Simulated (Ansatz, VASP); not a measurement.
## Two plane-wave programs on TaS2

```
Ta S
1.0
     3.29845    0.00000    0.00000
    -1.64923    2.85654    0.00000
     0.00000    0.00000    6.01408
Ta S
1 2
Direct
  0.00000 0.00000 0.00000
  0.66667 0.33333 0.75428
  0.33333 0.66667 0.24572
```

Alike in both runs: task single point; functional PBE; k mesh 6 × 6 × 4; occupations gaussian, width 0.1 eV; no spin polarisation.

|  | VASP | Ansatz |
| --- | --- | --- |
| version | VASP 6.6.1 | Ansatz 0.2.0 |
| potentials or method | VASP PAW PBE potentials, release 64 (Ta_pv, S), cutoff 500 eV | scalar-relativistic, plane waves, PAW |
| valence electrons in the cell | 23 | 25 |

```tsv
	VASP	Ansatz	Ansatz less VASP
gap on the k mesh at the Fermi level (eV)	none	none	-
pressure (GPa)	12.7	12.7	-0.01
traceless stress, the component that is largest in VASP (GPa)	0.55	0.49	-0.059
rms of the force components (eV/Å)	0.684	0.678	-0.0060
```

Atom by atom the forces differ by 0.006 eV/Å (rms over components). A gap of «none» marks a metal or a gap that the smearing closes. The functional is the same, so the differences come from potentials, cutoffs and numerics. VASP's potentials hold 23 valence electrons a cell and Ansatz's 25, so a difference there can come from the potentials and not from the codes.

The k mesh is coarse, so the values compare programs but aren't converged. Neither program's run includes spin-orbit coupling.
